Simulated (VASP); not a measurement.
Wanted: the native input for a VASP 6.6.1 run.

| Quantity | Value |
| --- | --- |
| Task | single point |
| Functional | PBEsol |
| Potentials or basis | VASP PAW PBE potentials, release 64 (Sc_sv, Al) |
| Cutoff | 520 eV |
| k mesh | 7 × 7 × 7 |
| Occupations | fermi-dirac, width 0.05 eV |
| Spin | no spin polarisation |
| Dipole correction | no |
| Further INCAR settings | ALGO = Fast; EDIFF = 1e-06; NBANDS = 18 |

The structure of ScAl3 lies in POSCAR:

```
ScAl3
1.0
    4.0712713967      0.0000000000      0.0000000000
    0.0000000000      4.0712713967      0.0000000000
    0.0000000000      0.0000000000      4.0712713967
Sc Al
1 3
Direct
    0.0000000000      0.0000000000      0.0000000000
    0.5000000000      0.5000000000      0.0000000000
    0.0000000000      0.5000000000      0.5000000000
    0.5000000000      0.0000000000      0.5000000000
```

These files were run (other wordings do the same):

INCAR

```
  PREC = Accurate
  ENCUT = 520
  EDIFF = 1E-6
  ISMEAR = -1
  SIGMA = 0.05
  LREAL = False
  LASPH = True
  NELM = 100
  ALGO = Fast
  ISIF = 2
  LWAVE = False
  LCHARG = False
  GGA = PS
  NBANDS = 18
```

KPOINTS

```
regular mesh
0
Gamma
  7 7 7
```

Potentials or basis: VASP PAW PBE potentials, release 64 (Sc_sv, Al).

The run is started by

```sh
$ cat potpaw_PBE.64/Sc_sv/POTCAR potpaw_PBE.64/Al/POTCAR > POTCAR
$ mpirun -np 1 vasp_std > vasp.out
```

Results of the run:

| Property | Result |
| --- | --- |
| Pressure | 0.2 GPa |
| Band gap on the k mesh | zero (band 10 reaches 8.31 eV, above the bottom of band 11 at 4.63 eV) |

Caveat: the PAW data sets were made with another functional, which shifts forces and pressure a little.

It took 34 s on 1 thread of AMD EPYC 7R13 Processor (Zen 3), on a shared host, peak memory 0.14 GiB.
